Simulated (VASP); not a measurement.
# GdMn3 (Pm-3m) in VASP: notebook

Runs on GdMn3. Level: PBE+U. Tasks: single point.

All numbers are computed with VASP 6.6.1; they aren't measurements. Logs are shortened: lines on timing, memory, paths and dates and some standing lists are left out, and cuts for length are marked.

### Step 1. The cell of the first run

It takes space group Pm-3m (No. 221, cubic). Conventional cell: a = 4.131 Å, b = 4.131 Å, c = 4.131 Å, α = 90.00°, β = 90.00°, γ = 90.00°. Within 3.8 Å of Gd (site symmetry m-3m) lie 12 Mn at 2.92 Å. Within 3.8 Å of Mn (site symmetry 4/mmm) lie 4 Gd at 2.92 Å and 8 Mn at 2.92 Å.

### Step 2. Single point, PBE+U, collinear spin, ferrimagnetic start

INCAR

```
ALGO = Normal
EDIFF = 1E-6
ENCUT = 520
GGA = PE
ISIF = 2
ISMEAR = 0
ISPIN = 2
LASPH = T
LCHARG = T
LDAU = T
LDAUJ = 0 0
LDAUL = 3 -1
LDAUPRINT = 1
LDAUTYPE = 2
LDAUU = 1 0
LELF = T
LMAXMIX = 6
LORBIT = 11
LREAL = F
LVHAR = T
LWAVE = F
MAGMOM = 7.96 -3.72 -3.72 -3.72
NBANDS = 40
NELM = 150
PREC = Accurate
SIGMA = 0.05
```

KPOINTS

```
k-points
0
Gamma
  8 8 8
```

POSCAR

```
GdMn3
1.0
    4.1305773977      0.0000000000      0.0000000000
    0.0000000000      4.1305773977      0.0000000000
    0.0000000000      0.0000000000      4.1305773977
Gd Mn
1 3
Direct
    0.0000000000      0.0000000000      0.0000000000
    0.0000000000      0.5000000000      0.5000000000
    0.5000000000      0.5000000000      0.0000000000
    0.5000000000      0.0000000000      0.5000000000
```

Potentials or basis: VASP PAW PBE potentials, release 64 (Gd, Mn_pv).

Launch:

```bash
cat potpaw_PBE.64/Gd/POTCAR potpaw_PBE.64/Mn_pv/POTCAR > POTCAR
mpirun -np 1 vasp_std > vasp.out
```

OUTCAR:

```text
EDIFF = 1E-6
   ENCUT = 520
   GGA = PE
   ISIF = 2
   ISMEAR = 0
   ISPIN = 2
   LASPH = T
   LORBIT = 11
   LREAL = F
   NELM = 150
   PREC = Accurate

 ion  position               nearest neighbor table
   1  0.000  0.000  0.000-   2 2.92   3 2.92   4 2.92   2 2.92   4 2.92   2 2.92   3 2.92   2 2.92
                             3 2.92   4 2.92   4 2.92   3 2.92
   2  0.000  0.500  0.500-   1 2.92   3 2.92   4 2.92   1 2.92   3 2.92   1 2.92   4 2.92   1 2.92
                             3 2.92   4 2.92   3 2.92   4 2.92
   3  0.500  0.500  0.000-   1 2.92   2 2.92   4 2.92   2 2.92   4 2.92   1 2.92   4 2.92   4 2.92
                             1 2.92   2 2.92   2 2.92   1 2.92
   4  0.500  0.000  0.500-   1 2.92   2 2.92   3 2.92   1 2.92   3 2.92   2 2.92   3 2.92   3 2.92
                             1 2.92   2 2.92   1 2.92   2 2.92

  LATTYP: Found a simple cubic cell.
 ALAT       =     4.1305773977

  Lattice vectors:

 A1 = (   4.1305773977,   0.0000000000,   0.0000000000)
 A2 = (   0.0000000000,   4.1305773977,   0.0000000000)
 A3 = (   0.0000000000,   0.0000000000,   4.1305773977)

Analysis of symmetry for initial positions (statically):
=====================================================================
 Subroutine PRICEL returns:
 Original cell was already a primitive cell.

 Routine SETGRP: Setting up the symmetry group for a
 simple cubic supercell.

 Subroutine GETGRP returns: Found 48 space group operations
 (whereof 48 operations were pure point group operations)
 out of a pool of 48 trial point group operations.

The static configuration has the point symmetry O_h .

Analysis of symmetry for dynamics (positions and initial velocities):
=====================================================================
 Subroutine PRICEL returns:
 Original cell was already a primitive cell.

 Routine SETGRP: Setting up the symmetry group for a
 simple cubic supercell.

 Subroutine GETGRP returns: Found 48 space group operations
 (whereof 48 operations were pure point group operations)
 out of a pool of 48 trial point group operations.

The dynamic configuration has the point symmetry O_h .

Analysis of structural, dynamic, and magnetic symmetry:
=====================================================================
 Subroutine PRICEL returns:
 Original cell was already a primitive cell.

 Routine SETGRP: Setting up the symmetry group for a
 simple cubic supercell.

 Subroutine GETGRP returns: Found 48 space group operations
 (whereof 48 operations were pure point group operations)
 out of a pool of 48 trial point group operations.

The overall configuration has the point symmetry O_h .

 Subroutine INISYM returns: Found 48 space group operations
 (whereof 48 operations are pure point group operations),
 and found     1 'primitive' translations

----------------------------------------------------------------------------------------

[... 142 lines left out ...]

spin component  1

  0.9840 -0.0000  0.0009 -0.0000 -0.0000 -0.0000  0.0000
 -0.0000  0.9887  0.0000 -0.0000 -0.0000 -0.0000 -0.0000
  0.0009  0.0000  0.9835 -0.0000 -0.0000 -0.0000  0.0000
 -0.0000 -0.0000 -0.0000  0.9847  0.0000  0.0000 -0.0000
 -0.0000 -0.0000 -0.0000  0.0000  0.9835 -0.0000 -0.0009
 -0.0000 -0.0000 -0.0000  0.0000 -0.0000  0.9828  0.0000
  0.0000 -0.0000  0.0000 -0.0000 -0.0009  0.0000  0.9840

spin component  2

  0.0108 -0.0000 -0.0007  0.0000  0.0000 -0.0000 -0.0000
 -0.0000  0.0112 -0.0000  0.0000  0.0000  0.0000 -0.0000
 -0.0007 -0.0000  0.0112  0.0000 -0.0000 -0.0000 -0.0000
  0.0000  0.0000  0.0000  0.0103 -0.0000 -0.0000  0.0000
  0.0000  0.0000 -0.0000 -0.0000  0.0112  0.0000  0.0007
 -0.0000  0.0000 -0.0000 -0.0000  0.0000  0.0117 -0.0000
 -0.0000 -0.0000 -0.0000  0.0000  0.0007 -0.0000  0.0108

 occupancies and eigenvectors

  o =  0.0103  v =  0.0000  0.0000  0.0000  0.0000  0.0000  0.0000  0.0000 -0.0000 -0.0000 -0.0000  1.0000 -0.0003  0.0000  0.0004      0.0000  0.0000  0.0000  0.0000  0.0000  0.0000  0.0000  0.0000  0.0000  0.0000  0.0000  0.0000  0.0000  0.0000
  o =  0.0103  v =  0.0000  0.0000  0.0000  0.0000  0.0000  0.0000  0.0000  0.0006  0.0000  0.0005 -0.0005 -0.6124 -0.0000  0.7906      0.0000  0.0000  0.0000  0.0000  0.0000  0.0000  0.0000  0.0000  0.0000  0.0000  0.0000  0.0000  0.0000  0.0000
  o =  0.0103  v =  0.0000  0.0000  0.0000  0.0000  0.0000  0.0000  0.0000  0.7906  0.0000  0.6124  0.0000  0.0005  0.0000 -0.0006      0.0000  0.0000  0.0000  0.0000  0.0000  0.0000  0.0000  0.0000  0.0000  0.0000  0.0000  0.0000  0.0000  0.0000
  o =  0.0112  v =  0.0000  0.0000  0.0000  0.0000  0.0000  0.0000  0.0000  0.0000 -1.0000 -0.0000 -0.0000 -0.0000  0.0000 -0.0000      0.0000  0.0000  0.0000  0.0000  0.0000  0.0000  0.0000  0.0000  0.0000  0.0000  0.0000  0.0000  0.0000  0.0000
  o =  0.0117  v =  0.0000  0.0000  0.0000  0.0000  0.0000  0.0000  0.0000  0.6124  0.0000 -0.7906  0.0000 -0.0002  0.0001 -0.0001      0.0000  0.0000  0.0000  0.0000  0.0000  0.0000  0.0000  0.0000  0.0000  0.0000  0.0000  0.0000  0.0000  0.0000
  o =  0.0117  v =  0.0000  0.0000  0.0000  0.0000  0.0000  0.0000  0.0000 -0.0001  0.0000  0.0002  0.0000 -0.7906 -0.0003 -0.6124      0.0000  0.0000  0.0000  0.0000  0.0000  0.0000  0.0000  0.0000  0.0000  0.0000  0.0000  0.0000  0.0000  0.0000
  o =  0.0117  v =  0.0000  0.0000  0.0000  0.0000  0.0000  0.0000  0.0000  0.0000 -0.0000 -0.0000  0.0000  0.0003 -1.0000  0.0002      0.0000  0.0000  0.0000  0.0000  0.0000  0.0000  0.0000  0.0000  0.0000  0.0000  0.0000  0.0000  0.0000  0.0000
  o =  0.9828  v =  0.0000 -0.0000 -0.0000 -0.0000 -0.0910  0.9934 -0.0705  0.0000  0.0000  0.0000  0.0000  0.0000  0.0000  0.0000      0.0000  0.0000  0.0000  0.0000  0.0000  0.0000  0.0000  0.0000  0.0000  0.0000  0.0000  0.0000  0.0000  0.0000
  o =  0.9828  v =  0.0000  0.0000 -0.0000 -0.0000  0.7853  0.1151  0.6083  0.0000  0.0000  0.0000  0.0000  0.0000  0.0000  0.0000      0.0000  0.0000  0.0000  0.0000  0.0000  0.0000  0.0000  0.0000  0.0000  0.0000  0.0000  0.0000  0.0000  0.0000
  o =  0.9828  v = -0.6124  0.0000  0.7906  0.0000  0.0000  0.0001  0.0000  0.0000  0.0000  0.0000  0.0000  0.0000  0.0000  0.0000      0.0000  0.0000  0.0000  0.0000  0.0000  0.0000  0.0000  0.0000  0.0000  0.0000  0.0000  0.0000  0.0000  0.0000
  o =  0.9847  v = -0.0000  0.0000 -0.0000 -0.0094  0.6123 -0.0000 -0.7905  0.0000  0.0000  0.0000  0.0000  0.0000  0.0000  0.0000      0.0000  0.0000  0.0000  0.0000  0.0000  0.0000  0.0000  0.0000  0.0000  0.0000  0.0000  0.0000  0.0000  0.0000
  o =  0.9847  v = -0.7906 -0.0000 -0.6124 -0.0000 -0.0000  0.0000  0.0000  0.0000  0.0000  0.0000  0.0000  0.0000  0.0000  0.0000      0.0000  0.0000  0.0000  0.0000  0.0000  0.0000  0.0000  0.0000  0.0000  0.0000  0.0000  0.0000  0.0000  0.0000
  o =  0.9847  v =  0.0000 -0.0000  0.0000 -1.0000 -0.0058 -0.0000  0.0074  0.0000  0.0000  0.0000  0.0000  0.0000  0.0000  0.0000      0.0000  0.0000  0.0000  0.0000  0.0000  0.0000  0.0000  0.0000  0.0000  0.0000  0.0000  0.0000  0.0000  0.0000
  o =  0.9887  v =  0.0000 -1.0000  0.0000  0.0000  0.0000 -0.0000 -0.0000  0.0000  0.0000  0.0000  0.0000  0.0000  0.0000  0.0000      0.0000  0.0000  0.0000  0.0000  0.0000  0.0000  0.0000  0.0000  0.0000  0.0000  0.0000  0.0000  0.0000  0.0000

 number of electron      56.9999947 magnetization      -2.7869110

 Free energy of the ion-electron system (eV)
  ---------------------------------------------------
  ext. energy  EPLUGINS =         0.00000000
  ---------------------------------------------------
  free energy    TOTEN  =       -37.25839074 eV

  energy without entropy =      -37.25435595  energy(sigma->0) =      -37.25637335

 E-fermi :   5.9522     XC(G=0): -11.7216

 val. band max:        5.9272720682   @ k =   0.5000   0.3750   0.0000
 cond. band min:       5.9635617990   @ k =   0.5000   0.3750   0.1250
 fundamental gap:      0.0362897308
 Fermi energy:         5.9522324386

 spin component 1

 k-point     1 :       0.0000    0.0000    0.0000
  band No.  band energies     occupation
      1     -40.0063      1.00000
      2     -40.0063      1.00000
      3     -40.0063      1.00000
      4     -39.9728      1.00000
      5     -39.9728      1.00000
      6     -39.9728      1.00000
[... 2057 lines left out ...]
     39       7.9214      0.00000
     40       8.4322      0.00000

 [... further k-points ...]

------------------------ aborting loop because EDIFF is reached ----------------------------------------

  FORCE on cell =-STRESS in cart. coord.  units (eV):
  Direction    XX          YY          ZZ          XY          YZ          ZX
  --------------------------------------------------------------------------------------
  -------------------------------------------------------------------------------------
  Total       -0.4527497     -0.4527497     -0.4527497     -0.0000000     -0.0000000     -0.0000000
  in kB      -10.2928687    -10.2928687    -10.2928687     -0.0000000     -0.0000000     -0.0000000
  external PRESSURE =     -10.2928687 kB  Pullay stress =       0.0000000 kB

 VOLUME and BASIS-vectors are now :
 -----------------------------------------------------------------------------
  energy-cutoff  :      520.00
  volume of cell :       70.47
      direct lattice vectors                 reciprocal lattice vectors
     4.130577398  0.000000000  0.000000000     0.242096904  0.000000000  0.000000000
     0.000000000  4.130577398  0.000000000     0.000000000  0.242096904  0.000000000
     0.000000000  0.000000000  4.130577398     0.000000000  0.000000000  0.242096904

 POSITION                                       TOTAL-FORCE (eV/Angst)
 -----------------------------------------------------------------------------------
      0.00000      0.00000      0.00000         0.000000      0.000000      0.000000
      0.00000      2.06529      2.06529         0.000000      0.000000      0.000000
      2.06529      2.06529      0.00000         0.000000      0.000000      0.000000
      2.06529      0.00000      2.06529         0.000000      0.000000      0.000000
 -----------------------------------------------------------------------------------
    total drift:                                0.000000     -0.000000     -0.000000

  FREE ENERGIE OF THE ION-ELECTRON SYSTEM (eV)
  ---------------------------------------------------
  free  energy   TOTEN  =       -37.2583907390 eV

  energy  without entropy=      -37.2543559527  energy(sigma->0) =      -37.25637335

 total charge

# of ion       s       p       d       f       tot
--------------------------------------------------
    1        2.082   5.574   0.737   6.961  15.354
    2        0.336   6.197   4.995   0.000  11.528
    3        0.336   6.197   4.995   0.000  11.528
    4        0.336   6.197   4.995   0.000  11.528
--------------------------------------------------
tot          3.089  24.166  15.723   6.961  49.939

 magnetization (x)

# of ion       s       p       d       f       tot
--------------------------------------------------
    1        0.016  -0.091   0.258   6.809   6.992
    2       -0.007  -0.001  -3.291   0.000  -3.300
    3       -0.007  -0.001  -3.291   0.000  -3.300
    4       -0.007  -0.001  -3.291   0.000  -3.300
--------------------------------------------------
tot         -0.006  -0.095  -9.615   6.809  -2.907
```

It took 3.9 min on 1 thread of Intel Xeon Platinum 8488C (Sapphire Rapids), shared host; peak memory 0.33 GiB.

Results:

```
Free energy                                           : -37.2584 eV
Pressure                                              : -1.0 GPa
Net moment                                            : -2.79 μB per cell
Site moments                                          : Gd +6.99; Mn -3.30 μB
Valence electrons inside the program's atomic spheres : Gd 15.35; Mn 11.53
```

Eigenvalues of the final occupation matrices:
```csv
site,spin,trace,eigenvalues
site 1 f,1,6.89,0.98 0.98 0.98 0.98 0.98 0.98 0.99
site 1 f,2,0.08,0.01 0.01 0.01 0.01 0.01 0.01 0.01
```

Caveat: spin-orbit coupling is left out, which moves the levels of the heavy elements. The state reached can hang on the start; a lower one may exist.

### Step 3. Single point, PBE+U, collinear spin, ferrimagnetic start

INCAR

```
SYSTEM = GdMn3
PREC     = Accurate       ! precision mode
ENCUT    = 520            ! plane-wave cutoff, eV
EDIFF    = 1E-6           ! SCF threshold, eV
ISMEAR   = 0              ! smearing method
SIGMA    = 0.05           ! smearing width, eV
LREAL    = .FALSE.        ! projectors in reciprocal space
LASPH    = .TRUE.         ! aspherical terms in the spheres
NELM     = 150            ! most SCF steps
ALGO     = Normal         ! electronic algorithm
ISIF     = 2              ! what is computed and relaxed
LWAVE    = .FALSE.        ! write WAVECAR
LCHARG   = .TRUE.         ! write CHGCAR
ISPIN    = 2              ! spin polarisation
MAGMOM   = 7.96 -3.7 -3.7 -3.7 ! initial moments
LORBIT   = 11             ! projections on sites
LMAXMIX  = 6              ! l up to which the mixer works
LDAU     = .TRUE.         ! DFT+U
LDAUTYPE = 2            
LDAUL    = 3 -1           ! shell
LDAUU    = 6 0            ! U, eV
LDAUJ    = 0 0          
LDAUPRINT= 1            
GGA      = PE             ! functional
LELF     = .TRUE.         ! ELF
LVHAR    = .TRUE.       
NBANDS   = 40             ! bands
```

KPOINTS

```
Automatic mesh
0
G
  4 4 4
  0 0 0
```

POSCAR is that of step 2.

Potentials or basis: VASP PAW PBE potentials, release 64 (Gd, Mn_pv).

Launch:

```bash
cat potpaw_PBE.64/Gd/POTCAR potpaw_PBE.64/Mn_pv/POTCAR > POTCAR
mpirun -np 1 vasp_std > vasp.out
```

Wall time 70 s (1 thread of Oxide Virtual Turin-like, shared host); peak memory 0.19 GiB.

It converged, with:

```yaml
Free_energy: -36.8855 eV
Pressure: -0.1 GPa
Net_moment: -2.91 μB per cell
Site_moments: Gd +7.04; Mn -3.32 μB
Valence_electrons_inside_the_program's_atomic_spheres: Gd 15.36; Mn 11.53
```

Levels at points of the mesh, in eV from the Fermi level:
Spin up:
```tsv
k point	band 24	band 25	band 26	band 27	band 28	band 29	band 30	band 31
(0.00, 0.00, 0.00)	-1.21	-1.21	-1.21	-1.18	1.03	1.03	1.03	2.32
(0.50, 0.00, 0.00)	-0.49	-0.41	-0.41	-0.20	-0.11	0.30	0.30	1.21
(0.50, 0.50, 0.00)	-1.52	-0.26	-0.26	-0.12	0.30	0.30	0.34	0.57
(0.50, 0.50, 0.50)	-1.18	0.00	0.73	0.73	0.73	1.15	1.15	1.19
```
Spin down:
| k point | band 28 | band 29 | band 30 | band 31 | band 32 | band 33 |
| --- | --- | --- | --- | --- | --- | --- |
| (0.00, 0.00, 0.00) | -0.38 | -0.38 | 2.39 | 2.39 | 2.39 | 2.68 |
| (0.50, 0.00, 0.00) | -1.44 | -1.03 | -0.38 | 1.82 | 1.82 | 2.25 |
| (0.50, 0.50, 0.00) | -1.53 | -1.13 | -1.11 | 1.00 | 1.00 | 2.83 |
| (0.50, 0.50, 0.50) | -0.61 | -0.56 | 1.42 | 1.42 | 1.42 | 1.60 |

Eigenvalues of the final occupation matrices:
```
    site  spin  trace                         eigenvalues
site 1 f     1   6.92  0.99 0.99 0.99 0.99 0.99 0.99 0.99
site 1 f     2   0.03  0.00 0.00 0.00 0.00 0.00 0.01 0.01
```

Caveat: the k points lie up to 0.38 Å⁻¹ apart; spin-orbit coupling is left out, which moves the levels of the heavy elements. The state reached can hang on the start; a lower one may exist.

(Continued in part 2 of 2.)
